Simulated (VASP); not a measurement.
GaBiTe2Se: relaxation of cell and atoms with PBE

GaBiTe2Se:

```xyz
5
Lattice="-3.1642 3.1642 3.7531 3.1642 -3.1642 3.7531 3.1642 3.1642 -3.7531" Properties=species:S:1:pos:R:3 pbc="T T T"
Ga    0.0000    3.1642    1.8766
Bi    0.0000    0.0000    0.0000
Te    3.1642    0.0000    0.3293
Te    3.1642    0.0000    3.4238
Se    3.1642    0.0000    1.8766
```

The cell was generated, and may not be a known phase.

```yaml
Program: VASP 6.6.1
Task: relaxation of cell and atoms
Functional: PBE
Potentials_or_basis: VASP PAW PBE potentials, release 64 (Ga_d, Bi_d, Te, Se)
Cutoff: 600 eV
k_mesh: 4 × 4 × 4
Occupations: gaussian, width 0.1 eV
Spin: no spin polarisation
Dipole_correction: no
Further_INCAR_settings: ALGO = Normal; EDIFF = 1e-06; IBRION = 2; EDIFFG = -0.04; NSW = 90; ISIF = 3
```

```
Relaxed volume                        : 41.24 Å³/atom
Relaxed cell                          : a = 6.979 Å, b = 6.979 Å, c = 6.979 Å, α = 127.77°, β = 127.77°, γ = 77.00°
Space group after relaxing (to 0.1 Å) : I-4m2 (No. 119)
Pressure after relaxing               : 0.0 GPa
Largest force after relaxing          : 0.005 eV/Å
Band gap on the k mesh                : zero (bands 23 and 24 overlap by 0.19 eV)
```

Forces on the atoms (eV/Å):
```
Ga   0.000  0.000  0.000
Bi   0.000  0.000  0.000
Te   0.000  0.000  0.005
Te   0.000  0.000 -0.005
Se   0.000  0.000  0.000
```

Stress tensor (GPa, compression positive):
```
 0.06  0.00  0.00
 0.00  0.06  0.00
 0.00  0.00 -0.02
```

Final structure:
```
CELL_PARAMETERS angstrom
-3.07197 3.07197 5.46216
3.07197 -3.07197 5.46216
3.07197 3.07197 -5.46216
ATOMIC_POSITIONS crystal
Ga 0.75000 0.25000 0.50000
Bi 0.00000 0.00000 0.00000
Te 0.50403 0.00403 0.50000
Te 0.99597 0.49597 0.50000
Se 0.25000 0.75000 0.50000
```

Levels at points of the mesh, in eV from the Fermi level:
| k point | band 20 | band 21 | band 22 | band 23 | band 24 | band 25 | band 26 | band 27 |
| --- | --- | --- | --- | --- | --- | --- | --- | --- |
| (0.00, 0.00, 0.00) | -1.71 | -0.86 | -0.86 | -0.21 | 1.01 | 1.26 | 2.48 | 2.48 |
| (0.50, 0.00, 0.00) | -1.90 | -1.37 | -0.93 | -0.62 | 0.12 | 0.61 | 1.89 | 2.34 |
| (0.50, 0.50, 0.00) | -1.18 | -0.52 | -0.18 | -0.17 | 0.01 | 0.40 | 0.95 | 1.22 |
| (0.50, 0.50, 0.50) | -1.43 | -0.46 | -0.46 | -0.46 | 0.86 | 1.12 | 2.25 | 2.25 |

Run time: 15 min on 1 thread of Intel(R) Xeon(R) 6975P-C (Granite Rapids) (shared host), peak memory 0.4 GiB.

Caveat: the volume moved by over 15 % at a fixed basis, so the end points are rough; spin-orbit coupling is left out, which moves the levels of the heavy elements.
